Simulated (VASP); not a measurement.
# SnS3 (Pm-3m) in VASP: further runs

Runs on SnS3. Level: PBE. Tasks: single point, relaxation of cell and atoms.

Program: VASP 6.6.1. These are calculated values, not measurements. Logs are shortened: lines on timing, memory, paths and dates and some standing lists are left out, and cuts for length are marked.

**1. The cell of the first run**

The structure is cubic, space group Pm-3m (No. 221). Conventional cell: a = 4.396 Å, b = 4.396 Å, c = 4.396 Å, α = 90.00°, β = 90.00°, γ = 90.00°. Sn (site symmetry m-3m) has 12 S at 3.11 Å within 4.1 Å. S (site symmetry 4/mmm) has 4 Sn at 3.11 Å and 8 S at 3.11 Å within 4.1 Å.

**2. Single point, PBE**

The input, INCAR:

```
SYSTEM = SnS3
ALGO     = Normal         ! electronic algorithm
EDIFF    = 1E-6           ! SCF threshold, eV
ENCUT    = 520            ! plane-wave cutoff, eV
GGA      = PE             ! functional
ISIF     = 2              ! what is computed and relaxed
ISMEAR   = 0              ! smearing method
LASPH    = .TRUE.         ! aspherical terms in the spheres
LCHARG   = .FALSE.        ! write CHGCAR
LREAL    = .FALSE.        ! projectors in reciprocal space
LWAVE    = .FALSE.        ! write WAVECAR
NBANDS   = 24             ! bands
NELM     = 100            ! most SCF steps
PREC     = Accurate       ! precision mode
SIGMA    = 0.1            ! smearing width, eV
```

The input, KPOINTS:

```
k-points
0
G
  4 4 4
  0 0 0
```

The input, POSCAR:

```
SnS3
1.0
    4.3964850900      0.0000000000      0.0000000000
    0.0000000000      4.3964850900      0.0000000000
    0.0000000000      0.0000000000      4.3964850900
Sn S
1 3
Direct
    0.0000000000      0.0000000000      0.0000000000
    0.5000000000      0.5000000000      0.0000000000
    0.0000000000      0.5000000000      0.5000000000
    0.5000000000      0.0000000000      0.5000000000
```

Potentials or basis: VASP PAW PBE potentials, release 64 (Sn_d, S).

Started as:

```sh
$ cat potpaw_PBE.64/Sn_d/POTCAR potpaw_PBE.64/S/POTCAR > POTCAR
$ mpirun -np 1 vasp_std > vasp.out
```

OUTCAR:

```text
SYSTEM = SnS3
   EDIFF = 1E-6
   ENCUT = 520
   GGA = PE
   ISIF = 2
   ISMEAR = 0
   LASPH = .TRUE.
   LREAL = .FALSE.
   NELM = 100
   PREC = Accurate

 ion  position               nearest neighbor table
   1  0.000  0.000  0.000-   2 3.11   3 3.11   4 3.11   3 3.11   4 3.11   2 3.11   3 3.11   3 3.11
                             2 3.11   4 3.11   4 3.11   2 3.11
   2  0.500  0.500  0.000-   1 3.11   1 3.11   1 3.11   1 3.11
   3  0.000  0.500  0.500-   1 3.11   1 3.11   1 3.11   1 3.11
   4  0.500  0.000  0.500-   1 3.11   1 3.11   1 3.11   1 3.11

  LATTYP: Found a simple cubic cell.
 ALAT       =     4.3964850900

  Lattice vectors:

 A1 = (   4.3964850900,   0.0000000000,   0.0000000000)
 A2 = (   0.0000000000,   4.3964850900,   0.0000000000)
 A3 = (   0.0000000000,   0.0000000000,   4.3964850900)

Analysis of symmetry for initial positions (statically):
=====================================================================
 Subroutine PRICEL returns:
 Original cell was already a primitive cell.

 Routine SETGRP: Setting up the symmetry group for a
 simple cubic supercell.

 Subroutine GETGRP returns: Found 48 space group operations
 (whereof 48 operations were pure point group operations)
 out of a pool of 48 trial point group operations.

The static configuration has the point symmetry O_h .

Analysis of symmetry for dynamics (positions and initial velocities):
=====================================================================
 Subroutine PRICEL returns:
 Original cell was already a primitive cell.

 Routine SETGRP: Setting up the symmetry group for a
 simple cubic supercell.

 Subroutine GETGRP returns: Found 48 space group operations
 (whereof 48 operations were pure point group operations)
 out of a pool of 48 trial point group operations.

The dynamic configuration has the point symmetry O_h .

 Subroutine INISYM returns: Found 48 space group operations
 (whereof 48 operations are pure point group operations),
 and found     1 'primitive' translations

----------------------------------------------------------------------------------------

                                     Primitive cell

  volume of cell :      84.9800

[... 71 lines left out ...]
   ISPIN  =      1    spin polarized calculation?
   LNONCOLLINEAR =      F non collinear calculations
   LSORBIT =      F    spin-orbit coupling
   LASPH  =      T    aspherical Exc in radial PAW
   ENCUT  =  520.0 eV  38.22 Ry    6.18 a.u.   8.17  8.17  8.17*2*pi/ulx,y,z
   NELM   =    100;   NELMIN=  2; NELMDL= -5     # of ELM steps
   EDIFF  = 0.1E-05   stopping-criterion for ELM
   LREAL  =      F    real-space projection
   EDIFFG = 0.1E-04   stopping-criterion for IOM
   NSW    =      0    number of steps for IOM
   IBRION =     -1    ionic relax: 0-MD 1-quasi-New 2-CG
   NFREE  =      0    steps in history (QN), initial steepest desc. (CG)
   ISIF   =      2    stress and relaxation
   ISYM   =      2    0-nonsym 1-usesym 2-fastsym
   POTIM  = 0.5000    time-step for ionic-motion
   TEBEG  =    0.0;   TEEND  =   0.0 temperature during run
   PSTRESS=    0.0 pullay stress
   NELECT =      32.0000    total number of electrons
   NUPDOWN=      -1.0000    fix difference up-down
   EMIN   =  10.00;   EMAX   =-10.00  energy-range for DOS
   EFERMI =   0.00;   METHOD = LEGACY
   ISMEAR =     0;   SIGMA  =   0.10  broadening in eV -4-tet -1-fermi 0-gaus
   EFERMI_NEDOS =   21; number of points for ismear=-14 and -15
   IALGO  =     38    algorithm
   IMIX   =      4    mixing-type and parameters
     AMIX     =   0.40;   BMIX     =  1.00
     AMIX_MAG =   1.60;   BMIX_MAG =  1.00
  volume/ion in A,a.u.               =      21.25       143.37
  Fermi-wavevector in a.u.,A,eV,Ry     =   1.182186  2.234008 19.015016  1.397564
  Thomas-Fermi vector in A             =   2.318445
   LORBIT       =      0    0 simple, 1 ext, 2 COOP (PROOUT), +10 PAW based schemes
   GGA     = PE    functional components
   LHFCALC =     F    Hartree Fock is set to
   AEXX    =    0.0000 exact exchange contribution
   IVDW    =     0    specifies the selected vdW correction
   LEPSILON=     F    determine dielectric tensor
   LRPA    =     F    only Hartree local field effects (RPA)
 non-spin polarized calculation
 Gauss-broadening in eV      SIGMA  =   0.10
  energy-cutoff  :      520.00
  volume of cell :       84.98
 maximum number of plane-waves:      2320
 NGX is ok and might be reduce to    36
   NGX = 17   NGY = 17   NGZ = 17

 number of electron      31.9999998 magnetization

 Free energy of the ion-electron system (eV)
  ---------------------------------------------------
  ext. energy  EPLUGINS =         0.00000000
  ---------------------------------------------------
  free energy    TOTEN  =       -13.48273471 eV

  energy without entropy =      -13.46008054  energy(sigma->0) =      -13.47140762

 E-fermi :   5.6429     XC(G=0): -10.2139

 val. band max:        5.6147576413   @ k =   0.2500   0.2500   0.0000
 cond. band min:       5.7375529019   @ k =   0.5000   0.2500   0.2500
 fundamental gap:      0.1227952606
 Fermi energy:         5.6428619137

 k-point     1 :       0.0000    0.0000    0.0000
  band No.  band energies     occupation
      1     -15.5621      2.00000
      2     -15.5621      2.00000
      3     -15.5488      2.00000
      4     -15.5488      2.00000
      5     -15.5488      2.00000
      6      -8.4571      2.00000
[... 259 lines left out ...]
     23      14.2691      0.00000
     24      14.2691      0.00000

------------------------ aborting loop because EDIFF is reached ----------------------------------------

  FORCE on cell =-STRESS in cart. coord.  units (eV):
  Direction    XX          YY          ZZ          XY          YZ          ZX
  --------------------------------------------------------------------------------------
  -------------------------------------------------------------------------------------
  Total       -1.9565317     -1.9565317     -1.9565317      0.0000000     -0.0000000      0.0000000
  in kB      -36.8876215    -36.8876215    -36.8876215      0.0000000     -0.0000000      0.0000000
  external PRESSURE =     -36.8876215 kB  Pullay stress =       0.0000000 kB

 VOLUME and BASIS-vectors are now :
 -----------------------------------------------------------------------------
  energy-cutoff  :      520.00
  volume of cell :       84.98
      direct lattice vectors                 reciprocal lattice vectors
     4.396485090  0.000000000  0.000000000     0.227454428  0.000000000  0.000000000
     0.000000000  4.396485090  0.000000000     0.000000000  0.227454428  0.000000000
     0.000000000  0.000000000  4.396485090     0.000000000  0.000000000  0.227454428

 POSITION                                       TOTAL-FORCE (eV/Angst)
 -----------------------------------------------------------------------------------
      0.00000      0.00000      0.00000         0.000000      0.000000      0.000000
      2.19824      2.19824      0.00000         0.000000      0.000000      0.000000
      0.00000      2.19824      2.19824         0.000000      0.000000      0.000000
      2.19824      0.00000      2.19824         0.000000      0.000000      0.000000
 -----------------------------------------------------------------------------------
    total drift:                                0.000000      0.000000      0.000000

  FREE ENERGIE OF THE ION-ELECTRON SYSTEM (eV)
  ---------------------------------------------------
  free  energy   TOTEN  =       -13.4827347077 eV

  energy  without entropy=      -13.4600805410  energy(sigma->0) =      -13.47140762
```

OSZICAR:

```text
N       E                     dE             d eps       ncg     rms          rms(c)
DAV:   1     0.254408037056E+03    0.25441E+03   -0.14354E+04   512   0.151E+03
DAV:   2     0.169844826060E+02   -0.23742E+03   -0.22429E+03   528   0.421E+02
DAV:   3    -0.125087641313E+02   -0.29493E+02   -0.28486E+02   600   0.117E+02
DAV:   4    -0.136917088678E+02   -0.11829E+01   -0.11772E+01   584   0.246E+01
DAV:   5    -0.137300750918E+02   -0.38366E-01   -0.38356E-01   720   0.469E+00    0.797E+00
DAV:   6    -0.135111686897E+02    0.21891E+00   -0.20216E-01   656   0.423E+00    0.489E+00
DAV:   7    -0.134836521610E+02    0.27517E-01   -0.11818E-01   648   0.204E+00    0.110E+00
DAV:   8    -0.134825832032E+02    0.10690E-02   -0.16557E-02   584   0.109E+00    0.138E-01
DAV:   9    -0.134826948790E+02   -0.11168E-03   -0.87827E-04   616   0.180E-01    0.513E-02
DAV:  10    -0.134827246795E+02   -0.29801E-04   -0.70491E-05   648   0.622E-02    0.223E-02
DAV:  11    -0.134827345070E+02   -0.98275E-05   -0.12118E-05   600   0.301E-02    0.349E-03
DAV:  12    -0.134827347077E+02   -0.20073E-06   -0.53895E-07   400   0.561E-03
   1 F= -.13482735E+02 E0= -.13471408E+02  d E =-.226542E-01
```

Wall time 8.3 s (1 thread of Intel Xeon 6975P-C (Granite Rapids), shared host); peak memory 0.2 GiB.

What came out:

- Free energy: -13.4827 eV
- Pressure: -3.7 GPa
- Band gap on the k mesh: zero (band 16 reaches 6.56 eV, above the bottom of band 17 at 5.52 eV)

Caveat: spin-orbit coupling is left out, which moves the levels of the heavy elements.

**3. Single point, PBE**

This run uses another cell than the first one, of 19.61 Å³/atom, 0.923 times its volume.

The input, INCAR:

```
SYSTEM = SnS3
PREC = Accurate
ENCUT = 520
EDIFF = 1E-6
ISMEAR = 0
SIGMA = 0.1
LREAL = .False.
LASPH = .True.
NELM = 80
ALGO = Normal
ISIF = 2
LWAVE = .False.
LCHARG = .True.
GGA = PE
LELF = .True.
LVHAR = .True.
NBANDS = 24
```

The input, KPOINTS:

```
regular mesh
0
Gamma
  12 12 12
  0 0 0
```

The input, POSCAR:

```
SnS3
1.0
    4.2808998440      0.0000000000      0.0000000000
    0.0000000000      4.2808998440      0.0000000000
    0.0000000000      0.0000000000      4.2808998440
Sn S
1 3
Direct
    0.0000000000      0.0000000000      0.0000000000
    0.5000000000      0.5000000000      0.0000000000
    0.0000000000      0.5000000000      0.5000000000
    0.5000000000      0.0000000000      0.5000000000
```

Potentials or basis: VASP PAW PBE potentials, release 64 (Sn_d, S).

Started as:

```sh
$ cat potpaw_PBE.64/Sn_d/POTCAR potpaw_PBE.64/S/POTCAR > POTCAR
$ mpirun -np 1 vasp_std > vasp.out
```

It took 34 s on 1 thread of Intel Xeon 6975P-C (Granite Rapids), shared host; peak memory 0.26 GiB.

It converged, with:

* Free energy: -13.6095 eV
* Pressure: 0.0 GPa
* Band gap on the k mesh: zero (band 16 reaches 7.66 eV, above the bottom of band 17 at 6.46 eV)

Levels at points of the mesh, in eV from the Fermi level:
| k point | band 13 | band 14 | band 15 | band 16 | band 17 | band 18 | band 19 | band 20 |
| --- | --- | --- | --- | --- | --- | --- | --- | --- |
| (0.00, 0.00, 0.00) | -1.14 | -1.14 | -1.14 | 0.41 | 0.41 | 0.41 | 5.43 | 5.43 |
| (0.50, 0.00, 0.00) | -3.07 | -2.16 | -1.75 | 0.29 | 0.29 | 0.54 | 1.60 | 3.90 |
| (0.50, 0.50, 0.00) | -2.26 | -2.26 | -2.16 | -1.11 | 0.92 | 1.03 | 1.29 | 4.85 |
| (0.50, 0.50, 0.50) | -5.90 | 0.94 | 0.94 | 0.94 | 1.15 | 1.15 | 6.42 | 6.42 |

Caveat: spin-orbit coupling is left out, which moves the levels of the heavy elements.

**4. Single point, PBE**

This run uses another cell than the first one, of 19.61 Å³/atom, 0.923 times its volume.

The input, INCAR:

```
SYSTEM = SnS3
PREC = Accurate ; ENCUT = 520
EDIFF = 1E-6 ; ISMEAR = 0
SIGMA = 0.1 ; LREAL = .False.
LASPH = .True. ; NELM = 80
ALGO = Normal ; ISIF = 2
LWAVE = .False. ; LCHARG = .False.
GGA = PE ; NBANDS = 24
```

The input, KPOINTS:

```
regular mesh
0
Gamma
  10 10 10
  0 0 0
```

POSCAR is that of step 3.

Potentials or basis: VASP PAW PBE potentials, release 64 (Sn_d, S).

Started as:

```sh
$ cat potpaw_PBE.64/Sn_d/POTCAR potpaw_PBE.64/S/POTCAR > POTCAR
$ mpirun -np 1 vasp_std > vasp.out
```

OUTCAR:

```text
SYSTEM = SnS3
   PREC = Accurate
   ENCUT = 520
   EDIFF = 1E-6
   ISMEAR = 0
   LREAL = .False.
   LASPH = .True.
   NELM = 80
   ISIF = 2
   GGA = PE

 ion  position               nearest neighbor table
   1  0.000  0.000  0.000-   2 3.03   3 3.03   4 3.03   3 3.03   4 3.03   2 3.03   3 3.03   3 3.03
                             2 3.03   4 3.03   4 3.03   2 3.03
   2  0.500  0.500  0.000-   1 3.03   1 3.03   1 3.03   1 3.03
   3  0.000  0.500  0.500-   1 3.03   1 3.03   1 3.03   1 3.03
   4  0.500  0.000  0.500-   1 3.03   1 3.03   1 3.03   1 3.03

  LATTYP: Found a simple cubic cell.
[... 842 lines left out ...]
 [... further k-points ...]
[... 5 lines left out ...]
  --------------------------------------------------------------------------------------
  -------------------------------------------------------------------------------------
  Total       -0.0345469     -0.0345469     -0.0345469     -0.0000000     -0.0000000      0.0000000
  in kB       -0.7055276     -0.7055276     -0.7055276     -0.0000000     -0.0000000      0.0000000
  external PRESSURE =      -0.7055276 kB  Pullay stress =       0.0000000 kB

 VOLUME and BASIS-vectors are now :
 -----------------------------------------------------------------------------
  energy-cutoff  :      520.00
  volume of cell :       78.45
      direct lattice vectors                 reciprocal lattice vectors
     4.280899844  0.000000000  0.000000000     0.233595748  0.000000000  0.000000000
     0.000000000  4.280899844  0.000000000     0.000000000  0.233595748  0.000000000
     0.000000000  0.000000000  4.280899844     0.000000000  0.000000000  0.233595748

 POSITION                                       TOTAL-FORCE (eV/Angst)
 -----------------------------------------------------------------------------------
      0.00000      0.00000      0.00000         0.000000      0.000000      0.000000
      2.14045      2.14045      0.00000         0.000000      0.000000      0.000000
      0.00000      2.14045      2.14045         0.000000      0.000000      0.000000
      2.14045      0.00000      2.14045         0.000000      0.000000      0.000000
 -----------------------------------------------------------------------------------
    total drift:                                0.000000     -0.000000     -0.000000

  FREE ENERGIE OF THE ION-ELECTRON SYSTEM (eV)
  ---------------------------------------------------
  free  energy   TOTEN  =       -13.6043256695 eV

  energy  without entropy=      -13.5823752859  energy(sigma->0) =      -13.59335048
```

OSZICAR:

```text
N       E                     dE             d eps       ncg     rms          rms(c)
DAV:   1     0.259385264732E+03    0.25939E+03   -0.14305E+04  2800   0.156E+03
DAV:   2     0.157976416436E+02   -0.24359E+03   -0.22848E+03  2872   0.417E+02
DAV:   3    -0.126263363189E+02   -0.28424E+02   -0.26937E+02  3344   0.116E+02
DAV:   4    -0.137530268073E+02   -0.11267E+01   -0.11175E+01  3368   0.239E+01
DAV:   5    -0.137884333759E+02   -0.35407E-01   -0.35398E-01  3992   0.450E+00    0.929E+00
DAV:   6    -0.136262767205E+02    0.16216E+00   -0.16401E-01  3744   0.411E+00    0.570E+00
DAV:   7    -0.136060919930E+02    0.20185E-01   -0.10138E-01  3768   0.204E+00    0.940E-01
DAV:   8    -0.136042326409E+02    0.18594E-02   -0.15692E-02  3304   0.117E+00    0.144E-01
DAV:   9    -0.136042945981E+02   -0.61957E-04   -0.10067E-03  3400   0.193E-01    0.470E-02
DAV:  10    -0.136043170661E+02   -0.22468E-04   -0.57622E-05  3592   0.525E-02    0.250E-02
DAV:  11    -0.136043257871E+02   -0.87210E-05   -0.72071E-06  3536   0.254E-02    0.419E-03
DAV:  12    -0.136043256695E+02    0.11760E-06   -0.45849E-07  2336   0.724E-03
   1 F= -.13604326E+02 E0= -.13593350E+02  d E =-.219504E-01
```

Wall time 24 s (1 thread of Intel Xeon 6975P-C (Granite Rapids), shared host); peak memory 0.23 GiB.

What came out:

| Item | Value |
| --- | --- |
| Free energy | -13.6043 eV |
| Pressure | -0.1 GPa |
| Band gap on the k mesh | zero (band 16 reaches 7.66 eV, above the bottom of band 17 at 6.44 eV) |

Caveat: spin-orbit coupling is left out, which moves the levels of the heavy elements.

**5. Relaxation of cell and atoms, PBE**

The input, INCAR:

```
SYSTEM = SnS3
ALGO = Normal
EDIFF = 1E-7
EDIFFG = -0.01
ENCUT = 600
GGA = PE
IBRION = 2
ISIF = 3
ISMEAR = 0
LASPH = .TRUE.
LCHARG = .FALSE.
LREAL = .FALSE.
LWAVE = .FALSE.
NELM = 100
NSW = 100
PREC = Accurate
SIGMA = 0.1
```

The input, KPOINTS:

```
k-points
0
G
  10 10 10
  0 0 0
```

The input, POSCAR:

```
SnS3
1.0
    4.3964850900      0.0000000000      0.0000000000
    0.0000000000      4.3964850900      0.0000000000
    0.0000000000      0.0000000000      4.3964850900
Sn S
1 3
Direct
    0.0000000000      0.0000000000      0.0000000000
    0.5000000000      0.5000000000      0.0000000000
    0.0000000000      0.5000000000      0.5000000000
    0.5000000000      0.0000000000      0.5000000000
```

Started as:

```sh
$ cat potpaw_PBE.64/Sn_d/POTCAR potpaw_PBE.64/S/POTCAR > POTCAR
$ mpirun -np 1 vasp_std > vasp.out
```

Wall time 91 s (1 thread of Intel Xeon 6975P-C (Granite Rapids), shared host); peak memory 0.28 GiB.

It converged, with:

```
Free energy                            : -13.6054 eV
Relaxed volume                         : 19.61 Å³/atom
Relaxed cell                           : a = 4.281 Å, b = 4.281 Å, c = 4.281 Å, α = 90.00°, β = 90.00°, γ = 90.00°
Space group after relaxing (to 0.05 Å) : Pm-3m (No. 221)
Energy gained by relaxing              : 20.3 meV/atom
Ionic steps                            : 3
Pressure after relaxing                : 0.0 GPa
Band gap on the k mesh                 : zero (band 16 reaches 7.66 eV, above the bottom of band 17 at 6.45 eV)
```

Step by step:
| step | energy change (eV) | largest force (eV/Å) | pressure (GPa) | volume (Å³) |
| --- | --- | --- | --- | --- |
| 1 | 0.0000 | 0.0000 | -3.72 | 84.98 |
| 2 | -0.0805 | 0.0000 | -0.42 | 79.05 |
| 3 | -0.0813 | 0.0000 | -0.01 | 78.45 |

Final structure:
```yaml
crystal:
  lattice:
    - [4.28083, 0.00000, 0.00000]
    - [0.00000, 4.28083, 0.00000]
    - [0.00000, 0.00000, 4.28083]
  atoms:
    - { symbol: Sn, position: [0.00000, 0.00000, 0.00000] }
    - { symbol: S, position: [0.50000, 0.50000, 0.00000] }
    - { symbol: S, position: [0.00000, 0.50000, 0.50000] }
    - { symbol: S, position: [0.50000, 0.00000, 0.50000] }
```

Levels at points of the mesh, in eV from the Fermi level:
```tsv
k point	band 12	band 13	band 14	band 15	band 16	band 17	band 18	band 19	band 20
(0.00, 0.00, 0.00)	-4.90	-1.16	-1.16	-1.16	0.40	0.40	0.40	5.41	5.41
(0.50, 0.00, 0.00)	-3.09	-3.09	-2.18	-1.76	0.28	0.28	0.53	1.58	3.88
(0.50, 0.50, 0.00)	-3.20	-2.27	-2.27	-2.18	-1.12	0.91	1.02	1.27	4.83
(0.50, 0.50, 0.50)	-5.92	-5.92	0.93	0.93	0.93	1.14	1.14	6.40	6.40
```

Caveat: spin-orbit coupling is left out, which moves the levels of the heavy elements.

(Continued in part 2 of 2.)
